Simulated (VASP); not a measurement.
# W16S in VASP: notebook, part 2 of 2

VASP 6.6.1. The steps go on from the part before.

## 3. Single point, PBE

Contents of INCAR:

```
  PREC = Accurate
  ENCUT = 520
  EDIFF = 1E-6
  ISMEAR = 0
  SIGMA = 0.1
  LREAL = Auto
  LASPH = True
  NELM = 100
  ALGO = Fast
  ISIF = 2
  LWAVE = False
  LCHARG = True
  LDIPOL = True
  IDIPOL = 3
  DIPOL = 0.5 0.5 0.328
  GGA = PE
  LELF = True
  LVHAR = True
  LVACPOTAV = True
  NBANDS = 129
```

Contents of KPOINTS:

```
regular mesh
0
Gamma
  4 4 1
```

Contents of POSCAR:

```
W16S
1.0
    6.3671172886      0.0000000000      0.0000000000
    0.0000000000      6.3671172886      0.0000000000
    0.0000000000      0.0000000000     20.1423120279
W S
16 1
Direct
    0.2500000000      0.2500000000      0.1985869345
    0.2500000000      0.7500000000      0.1985869345
    0.7500000000      0.2500000000      0.1985869345
    0.7500000000      0.7500000000      0.1985869345
    0.0000000000      0.0000000000      0.2776135786
    0.0000000000      0.5000000000      0.2776135786
    0.5000000000      0.0000000000      0.2776135786
    0.5000000000      0.5000000000      0.2776135786
    0.2500000000      0.2500000000      0.3599329425
    0.2500000000      0.7500000000      0.3599329425
    0.7500000000      0.2500000000      0.3599329425
    0.7500000000      0.7500000000      0.3599329425
    0.0000000000      0.0000000000      0.4290625632
    0.0000000000      0.5000000000      0.4290625632
    0.5000000000      0.0000000000      0.4290625632
    0.5000000000      0.5000000000      0.4290625632
    0.1250000000      0.2500000000      0.5079813486
```

Potentials or basis: VASP PAW PBE potentials, release 64 (W_sv, S).

The run is started by

```bash
$ cat potpaw_PBE.64/W_sv/POTCAR potpaw_PBE.64/S/POTCAR > POTCAR
$ mpirun -np 1 vasp_std > vasp.out
```

OUTCAR:

```text
PREC = Accurate
   ENCUT = 520
   EDIFF = 1E-6
   ISMEAR = 0
   LREAL = Auto
   LASPH = True
   NELM = 100
   ISIF = 2
   GGA = PE

 ion  position               nearest neighbor table
   1  0.250  0.250  0.199-   5 2.76   6 2.76   7 2.76   8 2.76   2 3.18   3 3.18   2 3.18   3 3.18
                             9 3.25
   2  0.250  0.750  0.199-   5 2.76   6 2.76   7 2.76   8 2.76   1 3.18   4 3.18   1 3.18   4 3.18
                            10 3.25
   3  0.750  0.250  0.199-   5 2.76   6 2.76   7 2.76   8 2.76   1 3.18   4 3.18   4 3.18   1 3.18
                            11 3.25
   4  0.750  0.750  0.199-   5 2.76   6 2.76   7 2.76   8 2.76   2 3.18   3 3.18   3 3.18   2 3.18
                            12 3.25
   5  0.000  0.000  0.278-   1 2.76   2 2.76   3 2.76   4 2.76   9 2.80  10 2.80  11 2.80  12 2.80
                            13 3.05   7 3.18   6 3.18   6 3.18   7 3.18
   6  0.000  0.500  0.278-   1 2.76   2 2.76   3 2.76   4 2.76   9 2.80  10 2.80  11 2.80  12 2.80
                            14 3.05   8 3.18   5 3.18   5 3.18   8 3.18
   7  0.500  0.000  0.278-   1 2.76   2 2.76   3 2.76   4 2.76   9 2.80  10 2.80  11 2.80  12 2.80
                            15 3.05   8 3.18   5 3.18   8 3.18   5 3.18
   8  0.500  0.500  0.278-   1 2.76   2 2.76   3 2.76   4 2.76   9 2.80  10 2.80  11 2.80  12 2.80
                            16 3.05   7 3.18   6 3.18   7 3.18   6 3.18
   9  0.250  0.250  0.360-  13 2.65  14 2.65  15 2.65  16 2.65   5 2.80   6 2.80   7 2.80   8 2.80
                            17 3.09  11 3.18  10 3.18  10 3.18  11 3.18   1 3.25
  10  0.250  0.750  0.360-  13 2.65  14 2.65  15 2.65  16 2.65   5 2.80   6 2.80   7 2.80   8 2.80
                             9 3.18  12 3.18   9 3.18  12 3.18   2 3.25
  11  0.750  0.250  0.360-  13 2.65  14 2.65  15 2.65  16 2.65   5 2.80   6 2.80   7 2.80   8 2.80
                             9 3.18  12 3.18  12 3.18   9 3.18   3 3.25
  12  0.750  0.750  0.360-  13 2.65  14 2.65  15 2.65  16 2.65   5 2.80   6 2.80   7 2.80   8 2.80
                            10 3.18  11 3.18  11 3.18  10 3.18   4 3.25
  13  0.000  0.000  0.429-  17 2.39  10 2.65  11 2.65  12 2.65   9 2.65   5 3.05  15 3.18  14 3.18
                            14 3.18  15 3.18
  14  0.000  0.500  0.429-  17 2.39  10 2.65  11 2.65  12 2.65   9 2.65   6 3.05  16 3.18  13 3.18
                            13 3.18  16 3.18
  15  0.500  0.000  0.429-   9 2.65  10 2.65  11 2.65  12 2.65   7 3.05  13 3.18  16 3.18  16 3.18
                            13 3.18
  16  0.500  0.500  0.429-   9 2.65  10 2.65  11 2.65  12 2.65   8 3.05  14 3.18  15 3.18  15 3.18
                            14 3.18
[... 199 lines left out ...]
 Free energy of the ion-electron system (eV)
  ---------------------------------------------------
  ext. energy  EPLUGINS =         0.00000000
  ---------------------------------------------------
  free energy    TOTEN  =      -193.05445891 eV

  energy without entropy =     -192.93628406  energy(sigma->0) =     -192.99537148

 E-fermi :   0.8623     XC(G=0):  -5.6184

 val. band max:        0.8559865581   @ k =   0.2500   0.0000   0.0000
 cond. band min:       0.8636788931   @ k =   0.5000   0.5000   0.0000
 fundamental gap:      0.0076923350
 Fermi energy:         0.8623013905

 k-point     1 :       0.0000    0.0000    0.0000
  band No.  band energies     occupation
      1     -73.0420      2.00000
      2     -72.9989      2.00000
      3     -72.9688      2.00000
      4     -72.9675      2.00000
      5     -72.9591      2.00000
      6     -72.9434      2.00000
[... 1159 lines left out ...]
    126       2.2115      0.00000
    127       2.3171      0.00000
 [bands above 127 left out]

------------------------ aborting loop because EDIFF is reached ----------------------------------------

  FORCE on cell =-STRESS in cart. coord.  units (eV):
  Direction    XX          YY          ZZ          XY          YZ          ZX
  --------------------------------------------------------------------------------------
  -------------------------------------------------------------------------------------
  Total      -21.2341172    -22.1298398    -10.7454317      0.0000000      0.0000000      1.9036428
  in kB      -41.6629265    -43.4204014    -21.0833409      0.0000000      0.0000000      3.7350897
  external PRESSURE =     -35.3888896 kB  Pullay stress =       0.0000000 kB

 VOLUME and BASIS-vectors are now :
 -----------------------------------------------------------------------------
  energy-cutoff  :      520.00
  volume of cell :      816.57
      direct lattice vectors                 reciprocal lattice vectors
     6.367117289  0.000000000  0.000000000     0.157056947  0.000000000  0.000000000
     0.000000000  6.367117289  0.000000000     0.000000000  0.157056947  0.000000000
     0.000000000  0.000000000 20.142312028     0.000000000  0.000000000  0.049646734

 POSITION                                       TOTAL-FORCE (eV/Angst)
 -----------------------------------------------------------------------------------
      1.59178      1.59178      4.00000         0.100256      0.000000      2.169932
      1.59178      4.77534      4.00000         0.073384      0.000000      2.015646
      4.77534      1.59178      4.00000         0.002582      0.000000      2.060204
      4.77534      4.77534      4.00000        -0.104408      0.000000      2.029938
      0.00000      0.00000      5.59178        -0.037604     -0.025608     -1.996986
      0.00000      3.18356      5.59178        -0.037604      0.025608     -1.996986
[... 9 lines left out ...]
      3.18356      3.18356      8.64231        -0.023688     -0.374815      0.064041
      0.79589      1.59178     10.23192         0.859134      0.000000      0.013217
 -----------------------------------------------------------------------------------
    total drift:                               -0.000203      0.000000      0.009595

  FREE ENERGIE OF THE ION-ELECTRON SYSTEM (eV)
  ---------------------------------------------------
  free  energy   TOTEN  =      -193.0544589051 eV

  energy  without entropy=     -192.9362840623  energy(sigma->0) =     -192.99537148

 vacuum level on the upper side and lower side of the slab         5.296         5.017
```

It took 52 min on 1 thread of Oxide Virtual Turin-like, shared host; peak memory 1 GiB.

What came out:

```
Free energy            : -193.0545 eV
Largest force          : 2.172 eV/Å
Band gap on the k mesh : zero (bands 115 and 116 overlap by 0.27 eV)
```

Forces in eV/Å, atoms in the order of the input:
```
W    0.100  0.000  2.170
W    0.073  0.000  2.016
W    0.003  0.000  2.060
W   -0.104  0.000  2.030
W   -0.038 -0.026 -1.997
W   -0.038  0.026 -1.997
W    0.044 -0.100 -2.142
W    0.044  0.100 -2.142
W    0.632  0.000 -0.675
W    0.238  0.000 -0.172
W   -0.486  0.000 -0.409
W   -1.037  0.000 -0.627
W   -0.122 -0.012  0.872
W   -0.122  0.012  0.872
W   -0.024  0.375  0.064
W   -0.024 -0.375  0.064
S    0.859  0.000  0.013
```

Caveat: spin-orbit coupling is left out, which moves the levels of the heavy elements.
